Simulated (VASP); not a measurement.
# Pd (Fm-3m) in VASP: notebook

The runs below take Pd through single point, with PBE, SVWN5, LDA, PBE+D3(BJ).

Everything below comes from runs of VASP 6.6.1. Logs are shortened: lines on timing, memory, paths and dates and some standing lists are left out, and cuts for length are marked.

## (1) The cell of the first run

It takes space group Fm-3m (No. 225, cubic). The conventional cell has a = 3.893 Å, b = 3.893 Å, c = 3.893 Å, α = 90.00°, β = 90.00°, γ = 90.00°. Pd (site symmetry m-3m) has 12 Pd at 2.75 Å within 3.6 Å.

## (2) Single point, PBE

INCAR reads:

```
PREC = Accurate
ENCUT = 520
EDIFF = 1E-7
ISMEAR = -1
SIGMA = 0.05
LREAL = False
LASPH = True
NELM = 60
ALGO = Normal
ISIF = 2
LWAVE = False
LCHARG = False
GGA = PE
NBANDS = 11
```

KPOINTS reads:

```
regular mesh
0
Gamma
  20 20 20
```

POSCAR reads:

```
Pd
1.0
    0.0000000000      1.9465000000      1.9465000000
    1.9465000000      0.0000000000      1.9465000000
    1.9465000000      1.9465000000      0.0000000000
Pd
1
Direct
    0.0000000000      0.0000000000      0.0000000000
```

Potentials or basis: VASP PAW PBE potentials, release 64 (Pd).

Run with:

```console
cat potpaw_PBE.64/Pd/POTCAR > POTCAR
mpirun -np 1 vasp_std > vasp.out
```

OUTCAR:

```text
PREC = Accurate
   ENCUT = 520
   EDIFF = 1E-7
   ISMEAR = -1
   LREAL = False
   LASPH = True
   NELM = 60
   ISIF = 2
   GGA = PE

 ion  position               nearest neighbor table
   1  0.000  0.000  0.000-

  LATTYP: Found a face centered cubic cell.
 ALAT       =     3.8930000000

  Lattice vectors:

 A1 = (   0.0000000000,   1.9465000000,   1.9465000000)
 A2 = (   1.9465000000,   0.0000000000,   1.9465000000)
 A3 = (   1.9465000000,   1.9465000000,   0.0000000000)

Analysis of symmetry for initial positions (statically):
[... 33 lines left out ...]
                                     Primitive cell

  volume of cell :      14.7500

  direct lattice vectors                    reciprocal lattice vectors
     0.000000000  1.946500000  1.946500000    -0.256871307  0.256871307  0.256871307
     1.946500000  0.000000000  1.946500000     0.256871307 -0.256871307  0.256871307
     1.946500000  1.946500000  0.000000000     0.256871307  0.256871307 -0.256871307

  length of vectors
     2.752766699  2.752766699  2.752766699     0.444914156  0.444914156  0.444914156

  position of ions in fractional coordinates (direct lattice)
     0.000000000  0.000000000  0.000000000

  ion indices of the primitive-cell ions
   primitive index   ion index
                 1           1

----------------------------------------------------------------------------------------

 KPOINTS: regular mesh

Automatic generation of k-mesh.
 Grid dimensions read from file:
 generate k-points for:   20   20   20

 Generating k-lattice:

  Cartesian coordinates                     Fractional coordinates (reciprocal lattice)
    -0.012843565  0.012843565  0.012843565     0.050000000  0.000000000  0.000000000
     0.012843565 -0.012843565  0.012843565     0.000000000  0.050000000  0.000000000
     0.012843565  0.012843565 -0.012843565     0.000000000  0.000000000  0.050000000

  Length of vectors
     0.022245708  0.022245708  0.022245708

  Shift w.r.t. Gamma in fractional coordinates (k-lattice)
     0.000000000  0.000000000  0.000000000

 Subroutine IBZKPT returns following result:
 ===========================================

 Found    256 irreducible k-points:

 Following reciprocal coordinates:
            Coordinates               Weight
[... 37 lines left out ...]
   ISPIN  =      1    spin polarized calculation?
   LNONCOLLINEAR =      F non collinear calculations
   LSORBIT =      F    spin-orbit coupling
   LASPH  =      T    aspherical Exc in radial PAW
   ENCUT  =  520.0 eV  38.22 Ry    6.18 a.u.   5.12  5.12  5.12*2*pi/ulx,y,z
   NELM   =     60;   NELMIN=  2; NELMDL= -5     # of ELM steps
   EDIFF  = 0.1E-06   stopping-criterion for ELM
   LREAL  =      F    real-space projection
   EDIFFG = 0.1E-05   stopping-criterion for IOM
   NSW    =      0    number of steps for IOM
   IBRION =     -1    ionic relax: 0-MD 1-quasi-New 2-CG
   NFREE  =      0    steps in history (QN), initial steepest desc. (CG)
   ISIF   =      2    stress and relaxation
   ISYM   =      2    0-nonsym 1-usesym 2-fastsym
   POTIM  = 0.5000    time-step for ionic-motion
   TEBEG  =    0.0;   TEEND  =   0.0 temperature during run
   PSTRESS=    0.0 pullay stress
   NELECT =      10.0000    total number of electrons
   NUPDOWN=      -1.0000    fix difference up-down
   EMIN   =  10.00;   EMAX   =-10.00  energy-range for DOS
   EFERMI =   0.00;   METHOD = LEGACY
   ISMEAR =    -1;   SIGMA  =   0.05  broadening in eV -4-tet -1-fermi 0-gaus
   EFERMI_NEDOS =   21; number of points for ismear=-14 and -15
   IALGO  =     38    algorithm
   IMIX   =      4    mixing-type and parameters
     AMIX     =   0.40;   BMIX     =  1.00
     AMIX_MAG =   1.60;   BMIX_MAG =  1.00
  volume/ion in A,a.u.               =      14.75        99.54
  Fermi-wavevector in a.u.,A,eV,Ry     =   1.438171  2.717748 28.141404  2.068335
  Thomas-Fermi vector in A             =   2.557167
   LORBIT       =      0    0 simple, 1 ext, 2 COOP (PROOUT), +10 PAW based schemes
   GGA     = PE    functional components
   LHFCALC =     F    Hartree Fock is set to
   AEXX    =    0.0000 exact exchange contribution
   IVDW    =     0    specifies the selected vdW correction
   LEPSILON=     F    determine dielectric tensor
   LRPA    =     F    only Hartree local field effects (RPA)
 non-spin polarized calculation
  energy-cutoff  :      520.00
  volume of cell :       14.75
 maximum number of plane-waves:       415
   NGX = 11   NGY = 11   NGZ = 11

 number of electron      10.0000000 magnetization

 number of electron       9.9999999 magnetization

 Free energy of the ion-electron system (eV)
  ---------------------------------------------------
  ext. energy  EPLUGINS =         0.00000000
  ---------------------------------------------------
  free energy    TOTEN  =        -5.21420673 eV

  energy without entropy =       -5.19407178  energy(sigma->0) =       -5.20413926

 E-fermi :   9.7694     XC(G=0): -13.1864

 val. band max:        9.7678831553   @ k =  -0.1500   0.2000   0.0500
 cond. band min:       9.7706225344   @ k =  -0.4000   0.4000   0.0000
 fundamental gap:      0.0027393791
 Fermi energy:         9.7693504100

 k-point     1 :       0.0000    0.0000    0.0000
  band No.  band energies     occupation
      1       2.6434      2.00000
      2       6.9379      2.00000
      3       6.9379      2.00000
      4       6.9379      2.00000
      5       8.5480      2.00000
      6       8.5480      2.00000
      7      26.9761      0.00000
      8      31.7540      0.00000
      9      31.7540      0.00000
     10      31.7540      0.00000
     11      35.9880      0.00000
[... 309 lines left out ...]
 k-point    24 :      -0.3500    0.0500    0.0000
  band No.  band energies     occupation
      1       4.6441      2.00000
      2       7.0013      2.00000
      3       7.0665      2.00000
      4       8.3648      2.00000
      5       9.1851      1.99998
      6       9.8830      0.18681
      7      20.0974      0.00000
      8      26.9856      0.00000
      9      30.9035      0.00000
     10      32.6035      0.00000
     11      36.0039      0.00000

 [... further k-points ...]
[... 5 lines left out ...]
  --------------------------------------------------------------------------------------
  -------------------------------------------------------------------------------------
  Total        0.6219617      0.6219617      0.6219617     -0.0000000     -0.0000000      0.0000000
  in kB       67.5586524     67.5586524     67.5586524     -0.0000000     -0.0000000      0.0000000
  external PRESSURE =      67.5586524 kB  Pullay stress =       0.0000000 kB

 VOLUME and BASIS-vectors are now :
 -----------------------------------------------------------------------------
  energy-cutoff  :      520.00
  volume of cell :       14.75
      direct lattice vectors                 reciprocal lattice vectors
     0.000000000  1.946500000  1.946500000    -0.256871307  0.256871307  0.256871307
     1.946500000  0.000000000  1.946500000     0.256871307 -0.256871307  0.256871307
     1.946500000  1.946500000  0.000000000     0.256871307  0.256871307 -0.256871307

 POSITION                                       TOTAL-FORCE (eV/Angst)
 -----------------------------------------------------------------------------------
      0.00000      0.00000      0.00000         0.000000      0.000000     -0.000000
 -----------------------------------------------------------------------------------
    total drift:                               -0.000000     -0.000000     -0.000000

  FREE ENERGIE OF THE ION-ELECTRON SYSTEM (eV)
  ---------------------------------------------------
  free  energy   TOTEN  =        -5.2142067342 eV

  energy  without entropy=       -5.1940717815  energy(sigma->0) =       -5.20413926
```

OSZICAR:

```text
N       E                     dE             d eps       ncg     rms          rms(c)
DAV:   1     0.426192085602E+02    0.42619E+02   -0.51715E+03  5656   0.857E+02
DAV:   2    -0.492743953634E+01   -0.47547E+02   -0.46004E+02  6322   0.183E+02
DAV:   3    -0.549541902833E+01   -0.56798E+00   -0.56521E+00  6772   0.212E+01
DAV:   4    -0.549796352916E+01   -0.25445E-02   -0.25441E-02  6856   0.148E+00
DAV:   5    -0.549799115850E+01   -0.27629E-04   -0.27628E-04  7354   0.140E-01    0.776E+00
DAV:   6    -0.522812630272E+01    0.26986E+00   -0.10873E+00  6931   0.852E+00    0.381E+00
DAV:   7    -0.521793633733E+01    0.10190E-01   -0.25320E-02  7405   0.104E+00    0.197E+00
DAV:   8    -0.521423535091E+01    0.37010E-02   -0.14975E-03  6985   0.348E-01    0.949E-02
DAV:   9    -0.521420331028E+01    0.32041E-04   -0.20684E-04  7157   0.121E-01    0.278E-02
DAV:  10    -0.521420767873E+01   -0.43684E-05   -0.12777E-05  7032   0.315E-02    0.970E-03
DAV:  11    -0.521420671797E+01    0.96075E-06   -0.21756E-07  7260   0.475E-03    0.574E-04
DAV:  12    -0.521420673419E+01   -0.16214E-07   -0.35822E-09  4724   0.454E-04
   1 F= -.52142067E+01 E0= -.52041393E+01  d E =-.201350E-01
```

stdout:

```text
POSCAR found type information on POSCAR Pd
 POSCAR found :  1 types and       1 ions
 scaLAPACK will be used
 LDA part: xc-table for (Slater+PW92), standard interpolation
 POSCAR, INCAR and KPOINTS ok, starting setup
 FFT: planning ... GRIDC
 FFT: planning ... GRID_SOFT
 FFT: planning ... GRID
 WAVECAR not read
 entering main loop
```

Wall time 29 s (1 thread of AMD EPYC 9R45 (Zen 5), shared host); peak memory 0.12 GiB.

Results:

| Property | Result |
| --- | --- |
| Free energy | -5.2142 eV |
| Pressure | 6.8 GPa |
| Band gap on the k mesh | zero (band 5 reaches 10.07 eV, above the bottom of band 6 at 8.48 eV) |

Levels at points of the mesh, in eV from the Fermi level:
| k point | band 3 | band 4 | band 5 | band 6 | band 7 | band 8 |
| --- | --- | --- | --- | --- | --- | --- |
| (0.00, 0.00, 0.00) | -2.83 | -2.83 | -1.22 | -1.22 | 17.21 | 21.98 |
| (0.50, 0.00, 0.00) | -2.88 | -0.02 | -0.02 | 1.03 | 7.33 | 16.57 |
| (0.50, 0.50, 0.00) | -0.05 | 0.30 | 0.30 | 3.36 | 10.78 | 13.22 |

## (3) Single point, SVWN5

INCAR reads:

```
ALGO = Fast
EDIFF = 1E-6
ENCUT = 520
GGA = VW
ISIF = 2
ISMEAR = -1
LASPH = True
LCHARG = False
LREAL = False
LWAVE = False
NBANDS = 11
NELM = 60
PREC = Accurate
SIGMA = 0.05
```

KPOINTS reads:

```
k-points
0
Gamma
  12 12 12
```

POSCAR is that of step 2.

Potentials or basis: VASP PAW PBE potentials, release 64 (Pd).

Run with:

```console
cat potpaw_PBE.64/Pd/POTCAR > POTCAR
mpirun -np 1 vasp_std > vasp.out
```

It took 7.5 s on 1 thread of Intel Xeon 6975P-C, shared host; peak memory 0.13 GiB.

Results (log left out):

```yaml
Free_energy: -6.4799 eV
Pressure: -9.2 GPa
Band_gap_on_the_k_mesh: zero (band 5 reaches 9.70 eV, above the bottom of band 6 at 8.12 eV)
```

Levels at points of the mesh, in eV from the Fermi level:
```
           k point  band 3  band 4  band 5  band 6  band 7  band 8
(0.00, 0.00, 0.00)   -2.85   -2.85   -1.20   -1.20   17.24   21.95
(0.50, 0.00, 0.00)   -2.88    0.00    0.00    0.97    7.24   16.61
(0.50, 0.50, 0.00)   -0.02    0.31    0.31    3.27   10.70   13.11
```

Caveat: the PAW data sets were made with another functional, which shifts forces and pressure a little.

## (4) Single point, LDA

This run uses another cell than the first one, of 15.34 Å³/atom, 1.040 times its volume.

INCAR reads:

```
SYSTEM = Pd
  ALGO = Normal
  EDIFF = 1E-6
  ENCUT = 520
  GGA = CA
  ISIF = 2
  ISMEAR = -1
  LASPH = .True.
  LCHARG = .True.
  LELF = .True.
  LREAL = .False.
  LVHAR = .True.
  LWAVE = .False.
  NBANDS = 11
  NELM = 100
  PREC = Accurate
  SIGMA = 0.05
```

KPOINTS reads:

```
k-points
0
Gamma
  12 12 12
  0 0 0
```

POSCAR reads:

```
Pd
1.0
    0.0000000000      1.9721147795      1.9721147795
    1.9721147795      0.0000000000      1.9721147795
    1.9721147795      1.9721147795      0.0000000000
Pd
1
Direct
    0.0000000000      0.0000000000      0.0000000000
```

Potentials or basis: VASP PAW LDA potentials, release 64 (Pd).

Run with:

```console
cat potpaw_LDA.64/Pd/POTCAR > POTCAR
mpirun -np 1 vasp_std > vasp.out
```

Run time: 6.1 s. Hardware: 1 thread of Intel Xeon 6975P-C, shared host; peak memory 0.14 GiB.

The run converged. Its results:

* Free energy: -6.4509 eV
* Pressure: -14.7 GPa
* Band gap on the k mesh: zero (band 5 reaches 9.19 eV, above the bottom of band 6 at 7.71 eV)

Levels at points of the mesh, in eV from the Fermi level:
```
           k point  band 3  band 4  band 5  band 6  band 7  band 8
(0.00, 0.00, 0.00)   -2.68   -2.68   -1.13   -1.13   17.14   21.63
(0.50, 0.00, 0.00)   -2.71    0.00    0.00    1.06    6.96   16.50
(0.50, 0.50, 0.00)   -0.02    0.28    0.28    3.28   10.33   12.88
```

(Continued in part 2 of 2.)
